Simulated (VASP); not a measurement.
# KF (Carobbiite) (Fm-3m) in VASP: a series of runs, part 2 of 2

VASP 6.6.1.

## Step 3: Single point, LDA

INCAR

```
PREC = Accurate
ENCUT = 520
EDIFF = 1E-6
ISMEAR = 0
SIGMA = 0.05
LREAL = F
LASPH = T
NELM = 100
ALGO = Normal
ISIF = 2
LWAVE = F
LCHARG = F
NBANDS = 15
```

KPOINTS

```
Automatic mesh
0
Gamma
  9 9 9
```

POSCAR

```
KF
1.0
    0.0000000000      2.6718500000      2.6718500000
    2.6718500000      0.0000000000      2.6718500000
    2.6718500000      2.6718500000      0.0000000000
K F
1 1
Direct
    0.0000000000      0.0000000000      0.0000000000
    0.5000000000      0.5000000000      0.5000000000
```

Potentials or basis: VASP PAW LDA potentials, release 64 (K_sv, F).

On the command line:

```console
cat potpaw_LDA.64/K_sv/POTCAR potpaw_LDA.64/F/POTCAR > POTCAR
mpirun -np 1 vasp_std > vasp.out
```

OUTCAR:

```text
PREC = Accurate
   ENCUT = 520
   EDIFF = 1E-6
   ISMEAR = 0
   LREAL = F
   LASPH = T
   NELM = 100
   ISIF = 2

 ion  position               nearest neighbor table
   1  0.000  0.000  0.000-   2 2.67   2 2.67   2 2.67   2 2.67   2 2.67   2 2.67
   2  0.500  0.500  0.500-   1 2.67   1 2.67   1 2.67   1 2.67   1 2.67   1 2.67

  LATTYP: Found a face centered cubic cell.
 ALAT       =     5.3437000000

  Lattice vectors:

 A1 = (   0.0000000000,   2.6718500000,   2.6718500000)
 A2 = (   2.6718500000,   0.0000000000,   2.6718500000)
 A3 = (   2.6718500000,   2.6718500000,   0.0000000000)

Analysis of symmetry for initial positions (statically):
=====================================================================
 Subroutine PRICEL returns:
 Original cell was already a primitive cell.

 Routine SETGRP: Setting up the symmetry group for a
 face centered cubic supercell.

 Subroutine GETGRP returns: Found 48 space group operations
[... 9 lines left out ...]

 Routine SETGRP: Setting up the symmetry group for a
 face centered cubic supercell.

 Subroutine GETGRP returns: Found 48 space group operations
[... 11 lines left out ...]
                                     Primitive cell

  volume of cell :      38.1475

  direct lattice vectors                    reciprocal lattice vectors
     0.000000000  2.671850000  2.671850000    -0.187136254  0.187136254  0.187136254
     2.671850000  0.000000000  2.671850000     0.187136254 -0.187136254  0.187136254
     2.671850000  2.671850000  0.000000000     0.187136254  0.187136254 -0.187136254

  length of vectors
     3.778566507  3.778566507  3.778566507     0.324129500  0.324129500  0.324129500

  position of ions in fractional coordinates (direct lattice)
     0.000000000  0.000000000  0.000000000
     0.500000000  0.500000000  0.500000000

  ion indices of the primitive-cell ions
   primitive index   ion index
                 1           1
[... 91 lines left out ...]
   IMIX   =      4    mixing-type and parameters
     AMIX     =   0.40;   BMIX     =  1.00
     AMIX_MAG =   1.60;   BMIX_MAG =  1.00
  volume/ion in A,a.u.               =      19.07       128.72
  Fermi-wavevector in a.u.,A,eV,Ry     =   1.225442  2.315750 20.431978  1.501708
  Thomas-Fermi vector in A             =   2.360480
   LORBIT       =      0    0 simple, 1 ext, 2 COOP (PROOUT), +10 PAW based schemes
   GGA     = CA    functional components
   LHFCALC =     F    Hartree Fock is set to
   AEXX    =    0.0000 exact exchange contribution
   IVDW    =     0    specifies the selected vdW correction
   LEPSILON=     F    determine dielectric tensor
   LRPA    =     F    only Hartree local field effects (RPA)
 non-spin polarized calculation
 Gauss-broadening in eV      SIGMA  =   0.05
  energy-cutoff  :      520.00
  volume of cell :       38.15
 maximum number of plane-waves:      1037
   NGX = 13   NGY = 13   NGZ = 13

 number of electron      16.0000002 magnetization

 Free energy of the ion-electron system (eV)
  ---------------------------------------------------
  ext. energy  EPLUGINS =         0.00000000
  ---------------------------------------------------
  free energy    TOTEN  =        -9.03423188 eV

  energy without entropy =       -9.03423188  energy(sigma->0) =       -9.03423188

 E-fermi :  -3.0046     XC(G=0):  -9.1221

 val. band max:       -3.2322546638   @ k =   0.0000   0.0000   0.0000
 cond. band min:       2.5596804126   @ k =   0.0000   0.0000   0.0000
 fundamental gap:      5.7919350764
 Fermi energy:        -3.0046114011

 k-point     1 :       0.0000    0.0000    0.0000
  band No.  band energies     occupation
      1     -28.8634      2.00000
      2     -21.4483      2.00000
      3     -12.3357      2.00000
      4     -12.3357      2.00000
      5     -12.3357      2.00000
      6      -3.2323      2.00000
      7      -3.2323      2.00000
      8      -3.2323      2.00000
      9       2.5597      0.00000
     10       7.2823      0.00000
     11       7.2823      0.00000
     12       7.2823      0.00000
     13       9.0153      0.00000
     14       9.0153      0.00000
[... 401 lines left out ...]
      2     -21.4702      2.00000
      3     -12.9114      2.00000
      4     -12.5578      2.00000
      5     -12.5578      2.00000
      6      -3.4834      2.00000
      7      -3.2884      2.00000
      8      -3.2884      2.00000
      9       4.7198      0.00000
     10       6.6213      0.00000
     11       8.3176      0.00000
     12      10.3013      0.00000
     13      10.8344      0.00000
     14      10.8344      0.00000
     15      12.6894      0.00000

 [... further k-points ...]
[... 5 lines left out ...]
  --------------------------------------------------------------------------------------
  -------------------------------------------------------------------------------------
  Total       -0.8094828     -0.8094828     -0.8094828     -0.0000000      0.0000000     -0.0000000
  in kB      -33.9978905    -33.9978905    -33.9978905     -0.0000000      0.0000000     -0.0000000
  external PRESSURE =     -33.9978905 kB  Pullay stress =       0.0000000 kB

 VOLUME and BASIS-vectors are now :
 -----------------------------------------------------------------------------
  energy-cutoff  :      520.00
  volume of cell :       38.15
      direct lattice vectors                 reciprocal lattice vectors
     0.000000000  2.671850000  2.671850000    -0.187136254  0.187136254  0.187136254
     2.671850000  0.000000000  2.671850000     0.187136254 -0.187136254  0.187136254
     2.671850000  2.671850000  0.000000000     0.187136254  0.187136254 -0.187136254

 POSITION                                       TOTAL-FORCE (eV/Angst)
 -----------------------------------------------------------------------------------
      0.00000      0.00000      0.00000        -0.000000      0.000000      0.000000
      2.67185      2.67185      2.67185         0.000000     -0.000000     -0.000000
 -----------------------------------------------------------------------------------
    total drift:                                0.000000      0.000000      0.000000

  FREE ENERGIE OF THE ION-ELECTRON SYSTEM (eV)
  ---------------------------------------------------
  free  energy   TOTEN  =        -9.0342318825 eV

  energy  without entropy=       -9.0342318825  energy(sigma->0) =       -9.03423188
```

stdout:

```text
POSCAR found type information on POSCAR K F
 POSCAR found :  2 types and       2 ions
 scaLAPACK will be used
 LDA part: xc-table for (Slater(with rela. corr.)+CA(PZ))
 , standard interpolation
 POSCAR, INCAR and KPOINTS ok, starting setup
 FFT: planning ... GRIDC
 FFT: planning ... GRID_SOFT
 FFT: planning ... GRID
 WAVECAR not read
 entering main loop
```

Run time: 14 s. Hardware: 1 thread of Intel Xeon 6975P-C, shared host; peak memory 0.15 GiB.

What came out:

* Free energy: -9.0342 eV
* Pressure: -3.4 GPa
* Band gap on the k mesh: 5.79 eV, direct

Levels at points of the mesh, in eV from the valence-band top:
| k point | band 5 | band 6 | band 7 | band 8 | band 9 | band 10 | band 11 | band 12 |
| --- | --- | --- | --- | --- | --- | --- | --- | --- |
| (0.00, 0.00, 0.00) | -9.10 | 0.00 | 0.00 | 0.00 | 5.79 | 10.51 | 10.51 | 10.51 |

## Step 4: Single point, RPBE

INCAR

```
PREC     = Accurate       # precision mode
ENCUT    = 520            # plane-wave cutoff, eV
EDIFF    = 1E-6           # SCF threshold, eV
ISMEAR   = 0              # smearing method
SIGMA    = 0.02           # smearing width, eV
LREAL    = F              # projectors in reciprocal space
LASPH    = T              # aspherical terms in the spheres
NELM     = 100            # most SCF steps
ALGO     = Normal         # electronic algorithm
ISIF     = 2              # what is computed and relaxed
LWAVE    = F              # write WAVECAR
LCHARG   = T              # write CHGCAR
GGA      = RP             # functional
LELF     = T              # ELF
LVHAR    = T            
NBANDS   = 15             # bands
```

KPOINTS

```
regular mesh
0
Gamma
  9 9 9
```

POSCAR is that of step 3.

Potentials or basis: VASP PAW PBE potentials, release 64 (K_sv, F).

On the command line:

```console
cat potpaw_PBE.64/K_sv/POTCAR potpaw_PBE.64/F/POTCAR > POTCAR
mpirun -np 1 vasp_std > vasp.out
```

Run time: 17 s. Hardware: 1 thread of Intel Xeon 6975P-C, shared host; peak memory 0.16 GiB.

Results (log left out):

```yaml
Free_energy: -7.8555 eV
Pressure: 4.1 GPa
Band_gap_on_the_k_mesh: 6.50 eV, direct
```

Levels at points of the mesh, in eV from the valence-band top:
| k point | band 4 | band 5 | band 6 | band 7 | band 8 | band 9 | band 10 | band 11 | band 12 | band 13 |
| --- | --- | --- | --- | --- | --- | --- | --- | --- | --- | --- |
| (0.00, 0.00, 0.00) | -9.53 | -9.53 | 0.00 | 0.00 | 0.00 | 6.50 | 10.79 | 10.79 | 10.79 | 12.39 |

Caveat: the PAW data sets were made with another functional, which shifts forces and pressure a little. A k mesh can miss the band edges.

## Step 5: Single point, LDA

INCAR

```
PREC = Accurate ; ENCUT = 520
EDIFF = 1E-7 ; ISMEAR = 0
SIGMA = 0.1 ; LREAL = F
LASPH = T ; NELM = 100
ALGO = Normal ; ISIF = 2
LWAVE = F ; LCHARG = T
LELF = T ; LVHAR = T
NBANDS = 15
```

KPOINTS is that of step 4.

POSCAR is that of step 4.

Potentials or basis: VASP PAW LDA potentials, release 64 (K_sv, F).

On the command line:

```console
cat potpaw_LDA.64/K_sv/POTCAR potpaw_LDA.64/F/POTCAR > POTCAR
mpirun -np 1 vasp_std > vasp.out
```

Run time: 15 s. Hardware: 1 thread of Intel Xeon 6975P-C, shared host; peak memory 0.15 GiB.

Results (log left out):

```yaml
Free_energy: -9.0342 eV
Pressure: -3.4 GPa
Band_gap_on_the_k_mesh: 5.79 eV, direct
```

Levels at points of the mesh, in eV from the valence-band top:
```tsv
k point	band 6	band 7	band 8	band 9	band 10	band 11
(0.00, 0.00, 0.00)	0.00	0.00	0.00	5.79	10.51	10.51
```

A k mesh can miss the band edges.

## Step 6: The runs side by side

| level | potentials or basis | k mesh | smearing | gap on the mesh (eV) | pressure (GPa) |
| --- | --- | --- | --- | --- | --- |
| LDA | VASP PAW LDA potentials, release 64 (K_sv, F) | 9 × 9 × 9, shifted | gaussian 0.01 eV | 5.89 | -3.4 |
| LDA | VASP PAW LDA potentials, release 64 (K_sv, F) | 9 × 9 × 9 | gaussian 0.05 eV | 5.79 | -3.4 |
| RPBE | VASP PAW PBE potentials, release 64 (K_sv, F) | 9 × 9 × 9 | gaussian 0.02 eV | 6.50 | 4.1 |
| LDA | VASP PAW LDA potentials, release 64 (K_sv, F) | 9 × 9 × 9 | gaussian 0.1 eV | 5.79 | -3.4 |

Alike in all rows: task single point; no spin polarisation; cell as given; cutoff (eV) 520.

Caveats: the PAW data sets were made with another functional, which shifts forces and pressure a little (some runs).

Total energies depend on the potentials used, so only differences within one code and one set of settings carry meaning.
